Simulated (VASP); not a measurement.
# CsPbI2Br (P4/mmm) in VASP: notebook

The runs below take CsPbI2Br through single point, with LDA, HSE06.

All numbers are computed with VASP 6.6.1; they aren't measurements. Logs are shortened: lines on timing, memory, paths and dates and some standing lists are left out, and cuts for length are marked.

### Step 1. The cell of the first run

It takes space group P4/mmm (No. 123, tetragonal). Conventional cell: a = 6.365 Å, b = 6.365 Å, c = 5.924 Å, α = 90.00°, β = 90.00°, γ = 90.00°. Within 6.0 Å of Cs (site symmetry 4/mmm) lie 8 I at 4.35 Å and 4 Br at 4.50 Å and 8 Pb at 5.39 Å and 2 Cs at 5.92 Å. Pb (site symmetry 4/mmm) has 2 Br at 2.96 Å and 4 I at 3.18 Å within 3.9 Å. Within 4.6 Å of I (site symmetry mmm) lie 2 Pb at 3.18 Å and 4 Cs at 4.35 Å and 4 Br at 4.35 Å and 4 I at 4.50 Å. Br (site symmetry 4/mmm) has 2 Pb at 2.96 Å within 3.9 Å.

### Step 2. Single point, LDA

INCAR reads:

```
SYSTEM = CsPbI2Br
PREC = Accurate
ENCUT = 520
EDIFF = 1E-6
ISMEAR = 0
SIGMA = 0.01
LREAL = .FALSE.
LASPH = .TRUE.
NELM = 100
ALGO = Normal
ISIF = 2
LWAVE = .FALSE.
LCHARG = .TRUE.
LELF = .TRUE.
LVHAR = .TRUE.
NBANDS = 30
```

KPOINTS reads:

```
Automatic mesh
0
G
  4 4 4
  0 0 0
```

POSCAR reads:

```
CsPbI2Br
1.0
    6.3651183266      0.0000000000      0.0000000000
    0.0000000000      6.3651183266      0.0000000000
    0.0000000000      0.0000000000      5.9242421253
Cs Pb I Br
1 1 2 1
Direct
    0.5000000000      0.5000000000      0.5000000000
    0.0000000000      0.0000000000      0.0000000000
    0.0000000000      0.5000000000      0.0000000000
    0.5000000000      0.0000000000      0.0000000000
    0.0000000000      0.0000000000      0.5000000000
```

Potentials or basis: VASP PAW LDA potentials, release 64 (Cs_sv, Pb_d, I, Br).

On the command line:

```console
cat potpaw_LDA.64/Cs_sv/POTCAR potpaw_LDA.64/Pb_d/POTCAR potpaw_LDA.64/I/POTCAR potpaw_LDA.64/Br/POTCAR > POTCAR
mpirun -np 1 vasp_std > vasp.out
```

OUTCAR:

```text
SYSTEM = CsPbI2Br
   PREC = Accurate
   ENCUT = 520
   EDIFF = 1E-6
   ISMEAR = 0
   LREAL = .FALSE.
   LASPH = .TRUE.
   NELM = 100
   ISIF = 2

 ion  position               nearest neighbor table
   1  0.500  0.500  0.500-
   2  0.000  0.000  0.000-   5 2.96   5 2.96   3 3.18   4 3.18   3 3.18   4 3.18
   3  0.000  0.500  0.000-   2 3.18   2 3.18
   4  0.500  0.000  0.000-   2 3.18   2 3.18
   5  0.000  0.000  0.500-   2 2.96   2 2.96

  LATTYP: Found a simple tetragonal cell.
 ALAT       =     6.3651183266
 C/A-ratio  =     0.9307355844

  Lattice vectors:

 A1 = (   6.3651183266,   0.0000000000,   0.0000000000)
 A2 = (   0.0000000000,   6.3651183266,   0.0000000000)
 A3 = (   0.0000000000,   0.0000000000,   5.9242421253)

Analysis of symmetry for initial positions (statically):
=====================================================================
 Subroutine PRICEL returns:
 Original cell was already a primitive cell.

 Routine SETGRP: Setting up the symmetry group for a
 simple tetragonal supercell.

 Subroutine GETGRP returns: Found 16 space group operations
 (whereof 16 operations were pure point group operations)
 out of a pool of 16 trial point group operations.

The static configuration has the point symmetry D_4h.

Analysis of symmetry for dynamics (positions and initial velocities):
=====================================================================
 Subroutine PRICEL returns:
 Original cell was already a primitive cell.

 Routine SETGRP: Setting up the symmetry group for a
 simple tetragonal supercell.

 Subroutine GETGRP returns: Found 16 space group operations
 (whereof 16 operations were pure point group operations)
 out of a pool of 16 trial point group operations.

The dynamic configuration has the point symmetry D_4h.

 Subroutine INISYM returns: Found 16 space group operations
 (whereof 16 operations are pure point group operations),
 and found     1 'primitive' translations

----------------------------------------------------------------------------------------

                                     Primitive cell

  volume of cell :     240.0191

  direct lattice vectors                    reciprocal lattice vectors
     6.365118327  0.000000000  0.000000000     0.157106270  0.000000000  0.000000000
     0.000000000  6.365118327  0.000000000     0.000000000  0.157106270  0.000000000
     0.000000000  0.000000000  5.924242125     0.000000000  0.000000000  0.168797962

  length of vectors
     6.365118327  6.365118327  5.924242125     0.157106270  0.157106270  0.168797962

  position of ions in fractional coordinates (direct lattice)
     0.500000000  0.500000000  0.500000000
     0.000000000  0.000000000  0.000000000
     0.000000000  0.500000000  0.000000000
     0.500000000  0.000000000  0.000000000
     0.000000000  0.000000000  0.500000000

  ion indices of the primitive-cell ions
   primitive index   ion index
                 1           1
                 2           2
                 3           3
                 4           4
                 5           5

----------------------------------------------------------------------------------------

 KPOINTS: Automatic mesh

Automatic generation of k-mesh.
 Grid dimensions read from file:
 generate k-points for:    4    4    4

 Generating k-lattice:

  Cartesian coordinates                     Fractional coordinates (reciprocal lattice)
     0.039276568  0.000000000  0.000000000     0.250000000  0.000000000  0.000000000
     0.000000000  0.039276568  0.000000000     0.000000000  0.250000000  0.000000000
     0.000000000  0.000000000  0.042199491     0.000000000  0.000000000  0.250000000

  Length of vectors
     0.039276568  0.039276568  0.042199491

  Shift w.r.t. Gamma in fractional coordinates (k-lattice)
     0.000000000  0.000000000  0.000000000

 Subroutine IBZKPT returns following result:
 ===========================================

 Found     18 irreducible k-points:

 Following reciprocal coordinates:
            Coordinates               Weight
  0.000000  0.000000  0.000000      1.000000
  0.250000  0.000000  0.000000      4.000000
  0.500000  0.000000  0.000000      2.000000
  0.250000  0.250000  0.000000      4.000000
  0.500000  0.250000  0.000000      4.000000
  0.500000  0.500000  0.000000      1.000000
[... 10 lines left out ...]
  0.500000  0.250000  0.500000      4.000000
  0.500000  0.500000  0.500000      1.000000
   k-points           NKPTS =     18   k-points in BZ     NKDIM =     18   number of bands    NBANDS=     30
   number of dos      NEDOS =    301   number of ions     NIONS =      5
   total plane-waves  NPLWV = 110592
   dimension x,y,z NGX =    48 NGY =   48 NGZ =   48
   dimension x,y,z NGXF=    96 NGYF=   96 NGZF=   96
   ions per type =               1   1   2   1
   NGX,Y,Z   is equivalent  to a cutoff of  12.54, 12.54, 13.47 a.u.
   NGXF,Y,Z  is equivalent  to a cutoff of  25.07, 25.07, 26.94 a.u.
 SYSTEM =  CsPbI2Br
   PREC   = accura    normal or accurate (medium, high low for compatibility)
   ISTART =      0    job   : 0-new  1-cont  2-samecut
   ICHARG =      2    charge: 1-file 2-atom 10-const
   ISPIN  =      1    spin polarized calculation?
   LNONCOLLINEAR =      F non collinear calculations
   LSORBIT =      F    spin-orbit coupling
   LASPH  =      T    aspherical Exc in radial PAW
   ENCUT  =  520.0 eV  38.22 Ry    6.18 a.u.  11.83 11.83 11.02*2*pi/ulx,y,z
   NELM   =    100;   NELMIN=  2; NELMDL= -5     # of ELM steps
   EDIFF  = 0.1E-05   stopping-criterion for ELM
   LREAL  =      F    real-space projection
   EDIFFG = 0.1E-04   stopping-criterion for IOM
   NSW    =      0    number of steps for IOM
   IBRION =     -1    ionic relax: 0-MD 1-quasi-New 2-CG
   NFREE  =      0    steps in history (QN), initial steepest desc. (CG)
   ISIF   =      2    stress and relaxation
   ISYM   =      2    0-nonsym 1-usesym 2-fastsym
   POTIM  = 0.5000    time-step for ionic-motion
   TEBEG  =    0.0;   TEEND  =   0.0 temperature during run
   PSTRESS=    0.0 pullay stress
   NELECT =      44.0000    total number of electrons
   NUPDOWN=      -1.0000    fix difference up-down
   EMIN   =  10.00;   EMAX   =-10.00  energy-range for DOS
   EFERMI =   0.00;   METHOD = LEGACY
   ISMEAR =     0;   SIGMA  =   0.01  broadening in eV -4-tet -1-fermi 0-gaus
   EFERMI_NEDOS =   21; number of points for ismear=-14 and -15
   IALGO  =     38    algorithm
   IMIX   =      4    mixing-type and parameters
     AMIX     =   0.40;   BMIX     =  1.00
     AMIX_MAG =   1.60;   BMIX_MAG =  1.00
  volume/ion in A,a.u.               =      48.00       323.95
  Fermi-wavevector in a.u.,A,eV,Ry     =   0.929988  1.757422 11.767364  0.864877
  Thomas-Fermi vector in A             =   2.056328
   LORBIT       =      0    0 simple, 1 ext, 2 COOP (PROOUT), +10 PAW based schemes
   GGA     = CA    functional components
   LHFCALC =     F    Hartree Fock is set to
   AEXX    =    0.0000 exact exchange contribution
   IVDW    =     0    specifies the selected vdW correction
   LEPSILON=     F    determine dielectric tensor
   LRPA    =     F    only Hartree local field effects (RPA)
 non-spin polarized calculation
 Gauss-broadening in eV      SIGMA  =   0.01
  energy-cutoff  :      520.00
  volume of cell :      240.02
 maximum number of plane-waves:      6512
 NGX is ok and might be reduce to    48
   NGX = 23   NGY = 23   NGZ = 23

 number of electron      43.9999995 magnetization

 Free energy of the ion-electron system (eV)
  ---------------------------------------------------
  ext. energy  EPLUGINS =         0.00000000
  ---------------------------------------------------
  free energy    TOTEN  =       -16.48054180 eV

  energy without entropy =      -16.48054180  energy(sigma->0) =      -16.48054180

 E-fermi :   1.2545     XC(G=0):  -7.7408

 val. band max:        1.1374755570   @ k =   0.5000   0.5000   0.5000
 cond. band min:       2.4269448842   @ k =   0.5000   0.5000   0.5000
 fundamental gap:      1.2894693272
 Fermi energy:         1.2544639137

 k-point     1 :       0.0000    0.0000    0.0000
  band No.  band energies     occupation
      1     -20.1521      2.00000
      2     -15.5559      2.00000
      3     -15.5266      2.00000
      4     -15.4646      2.00000
      5     -15.4476      2.00000
      6     -15.4476      2.00000
[... 22 lines left out ...]
     29       6.5777      0.00000
     30       6.5782      0.00000

 k-point     2 :       0.2500    0.0000    0.0000
  band No.  band energies     occupation
      1     -20.1520      2.00000
      2     -15.5548      2.00000
      3     -15.5221      2.00000
      4     -15.4649      2.00000
      5     -15.4478      2.00000
      6     -15.4476      2.00000
[... 22 lines left out ...]
     29       6.0996      0.00000
     30       6.5822      0.00000

 k-point     3 :       0.5000    0.0000    0.0000
  band No.  band energies     occupation
      1     -20.1518      2.00000
      2     -15.5540      2.00000
      3     -15.5173      2.00000
      4     -15.4651      2.00000
      5     -15.4481      2.00000
      6     -15.4476      2.00000
[... 22 lines left out ...]
     29       6.2779      0.00000
     30       7.0125      0.00000

 k-point     4 :       0.2500    0.2500    0.0000
  band No.  band energies     occupation
      1     -20.1518      2.00000
      2     -15.5534      2.00000
      3     -15.5179      2.00000
      4     -15.4651      2.00000
      5     -15.4478      2.00000
      6     -15.4478      2.00000
[... 418 lines left out ...]
     29       6.6836      0.00000
     30       6.7679      0.00000

 k-point    17 :       0.5000    0.2500    0.5000
  band No.  band energies     occupation
      1     -20.1509      2.00000
      2     -15.5138      2.00000
      3     -15.4971      2.00000
      4     -15.4654      2.00000
      5     -15.4489      2.00000
      6     -15.4487      2.00000
[... 22 lines left out ...]
     29       6.2692      0.00000
     30       6.8680      0.00000

 k-point    18 :       0.5000    0.5000    0.5000
  band No.  band energies     occupation
      1     -20.1508      2.00000
      2     -15.5089      2.00000
      3     -15.4960      2.00000
      4     -15.4656      2.00000
      5     -15.4489      2.00000
      6     -15.4489      2.00000
[... 22 lines left out ...]
     29       6.0849      0.00000
     30       7.0018      0.00000

------------------------ aborting loop because EDIFF is reached ----------------------------------------

  FORCE on cell =-STRESS in cart. coord.  units (eV):
  Direction    XX          YY          ZZ          XY          YZ          ZX
  --------------------------------------------------------------------------------------
  -------------------------------------------------------------------------------------
  Total       -2.3276900     -2.3276900     -2.3417259      0.0000000     -0.0000000      0.0000000
  in kB      -15.5378154    -15.5378154    -15.6315080      0.0000000     -0.0000000      0.0000000
  external PRESSURE =     -15.5690463 kB  Pullay stress =       0.0000000 kB

 VOLUME and BASIS-vectors are now :
 -----------------------------------------------------------------------------
  energy-cutoff  :      520.00
  volume of cell :      240.02
      direct lattice vectors                 reciprocal lattice vectors
     6.365118327  0.000000000  0.000000000     0.157106270  0.000000000  0.000000000
     0.000000000  6.365118327  0.000000000     0.000000000  0.157106270  0.000000000
     0.000000000  0.000000000  5.924242125     0.000000000  0.000000000  0.168797962

 POSITION                                       TOTAL-FORCE (eV/Angst)
 -----------------------------------------------------------------------------------
      3.18256      3.18256      2.96212         0.000000      0.000000      0.000000
      0.00000      0.00000      0.00000         0.000000      0.000000      0.000000
      0.00000      3.18256      0.00000         0.000000      0.000000      0.000000
      3.18256      0.00000      0.00000         0.000000      0.000000      0.000000
      0.00000      0.00000      2.96212         0.000000      0.000000      0.000000
 -----------------------------------------------------------------------------------
    total drift:                                0.000000     -0.000000      0.000000

  FREE ENERGIE OF THE ION-ELECTRON SYSTEM (eV)
  ---------------------------------------------------
  free  energy   TOTEN  =       -16.4805417986 eV

  energy  without entropy=      -16.4805417986  energy(sigma->0) =      -16.48054180
```

Run time: 95 s. Hardware: 1 thread of Intel Xeon Platinum 8488C (Sapphire Rapids), shared host; peak memory 0.35 GiB.

Results:

```
Free energy            : -16.4805 eV
Pressure               : -1.6 GPa
Band gap on the k mesh : 1.29 eV
```

Caveat: spin-orbit coupling is left out, which moves the levels of the heavy elements. A k mesh can miss the band edges.

### Step 3. Single point, HSE06

POSCAR is that of step 2.

INCAR.step1 reads:

```
SYSTEM = CsPbI2Br
PREC     = Accurate       ! precision mode
ENCUT    = 520            ! plane-wave cutoff, eV
EDIFF    = 1E-5           ! SCF threshold, eV
ISMEAR   = 0              ! smearing method
SIGMA    = 0.01           ! smearing width, eV
LREAL    = .False.        ! projectors in reciprocal space
LASPH    = .True.         ! aspherical terms in the spheres
NELM     = 80             ! most SCF steps
ALGO     = Normal         ! electronic algorithm
ISIF     = 2              ! what is computed and relaxed
LWAVE    = .True.         ! write WAVECAR
LCHARG   = .False.        ! write CHGCAR
GGA      = PE             ! functional
NBANDS   = 30             ! bands
```

INCAR.step2 reads:

```
SYSTEM = CsPbI2Br
PREC     = Accurate       ! precision mode
ENCUT    = 520            ! plane-wave cutoff, eV
EDIFF    = 1E-6           ! SCF threshold, eV
ISMEAR   = 0              ! smearing method
SIGMA    = 0.01           ! smearing width, eV
LREAL    = .False.        ! projectors in reciprocal space
LASPH    = .True.         ! aspherical terms in the spheres
NELM     = 80             ! most SCF steps
ALGO     = Normal         ! electronic algorithm
ISIF     = 2              ! what is computed and relaxed
LWAVE    = .False.        ! write WAVECAR
LCHARG   = .False.        ! write CHGCAR
GGA      = PE             ! functional
LHFCALC  = .True.         ! exact exchange
HFSCREEN = 0.2079         ! screening, 1/A
PRECFOCK = Fast         
ISTART   = 1            
NBANDS   = 30             ! bands
```

KPOINTS reads:

```
regular mesh
0
Gamma
  2 2 2
  0 0 0
```

Potentials or basis: VASP PAW PBE potentials, release 64 (Cs_sv, Pb_d, I, Br).

On the command line:

```console
cat potpaw_PBE.64/Cs_sv/POTCAR potpaw_PBE.64/Pb_d/POTCAR potpaw_PBE.64/I/POTCAR potpaw_PBE.64/Br/POTCAR > POTCAR
cp INCAR.step1 INCAR
mpirun -np 1 vasp_std > vasp.out
cp INCAR.step2 INCAR
mpirun -np 1 vasp_std > vasp.out
```

OUTCAR:

```text
SYSTEM = CsPbI2Br
   PREC = Accurate
   ENCUT = 520
   EDIFF = 1E-6
   ISMEAR = 0
   LREAL = .False.
   LASPH = .True.
   NELM = 80
   ISIF = 2
   GGA = PE
   LHFCALC = .True.
   HFSCREEN = 0.2079
   PRECFOCK = Fast
   ISTART = 1

 ion  position               nearest neighbor table
   1  0.500  0.500  0.500-
   2  0.000  0.000  0.000-   5 2.96   5 2.96   3 3.18   4 3.18   3 3.18   4 3.18
   3  0.000  0.500  0.000-   2 3.18   2 3.18
   4  0.500  0.000  0.000-   2 3.18   2 3.18
[... 391 lines left out ...]
  --------------------------------------------------------------------------------------
  -------------------------------------------------------------------------------------
  Total        1.7018849      1.7018849      1.6152709      0.0000000      0.0000000      0.0000000
  in kB       11.3604361     11.3604361     10.7822696      0.0000000      0.0000000      0.0000000
  external PRESSURE =      11.1677139 kB  Pullay stress =       0.0000000 kB

 VOLUME and BASIS-vectors are now :
 -----------------------------------------------------------------------------
  energy-cutoff  :      520.00
  volume of cell :      240.02
      direct lattice vectors                 reciprocal lattice vectors
     6.365118327  0.000000000  0.000000000     0.157106270  0.000000000  0.000000000
     0.000000000  6.365118327  0.000000000     0.000000000  0.157106270  0.000000000
     0.000000000  0.000000000  5.924242125     0.000000000  0.000000000  0.168797962

 POSITION                                       TOTAL-FORCE (eV/Angst)
 -----------------------------------------------------------------------------------
      3.18256      3.18256      2.96212         0.000000      0.000000      0.000000
      0.00000      0.00000      0.00000         0.000000      0.000000      0.000000
      0.00000      3.18256      0.00000         0.000000      0.000000      0.000000
      3.18256      0.00000      0.00000         0.000000      0.000000      0.000000
      0.00000      0.00000      2.96212         0.000000      0.000000      0.000000
 -----------------------------------------------------------------------------------
    total drift:                                0.000006     -0.000011     -0.000002

  FREE ENERGIE OF THE ION-ELECTRON SYSTEM (eV)
  ---------------------------------------------------
  free  energy   TOTEN  =       -16.7838746681 eV

  energy  without entropy=      -16.7838746681  energy(sigma->0) =      -16.78387467
```

OUTCAR.step1:

```text
SYSTEM = CsPbI2Br
   PREC = Accurate
   ENCUT = 520
   EDIFF = 1E-5
   ISMEAR = 0
   LREAL = .False.
   LASPH = .True.
   NELM = 80
[... 410 lines left out ...]
      0.00000      3.18256      0.00000         0.000000      0.000000      0.000000
      3.18256      0.00000      0.00000         0.000000      0.000000      0.000000
      0.00000      0.00000      2.96212         0.000000      0.000000      0.000000
 -----------------------------------------------------------------------------------
    total drift:                                0.000000     -0.000000      0.000000

  FREE ENERGIE OF THE ION-ELECTRON SYSTEM (eV)
  ---------------------------------------------------
  free  energy   TOTEN  =       -13.9780360865 eV

  energy  without entropy=      -13.9780360865  energy(sigma->0) =      -13.97803609
```

Wall time 4.2 min (1 thread of Intel Xeon Platinum 8488C (Sapphire Rapids), shared host); peak memory 0.47 GiB.

Results:

```
Free energy            : -16.7839 eV
Pressure               : 1.1 GPa
Band gap on the k mesh : 2.02 eV
```

Levels at points of the mesh, in eV from the valence-band top:
```tsv
k point	band 20	band 21	band 22	band 23	band 24	band 25
(0.00, 0.00, 0.00)	-1.56	-1.52	-1.52	3.87	4.74	5.18
(0.50, 0.00, 0.00)	-1.74	-1.63	-1.09	2.86	5.20	5.71
(0.50, 0.50, 0.00)	-1.67	-1.09	-0.58	2.50	2.50	5.62
(0.00, 0.00, 0.50)	-1.61	-1.61	-1.39	3.23	5.61	5.71
(0.50, 0.00, 0.50)	-1.92	-1.30	-0.58	2.46	2.79	5.61
(0.50, 0.50, 0.50)	-1.27	-1.07	0.00	2.02	2.02	2.27
```

Caveat: the k points lie up to 0.53 Å⁻¹ apart; the PAW data sets were made with another functional, which shifts forces and pressure a little; spin-orbit coupling is left out, which moves the levels of the heavy elements. A k mesh can miss the band edges.
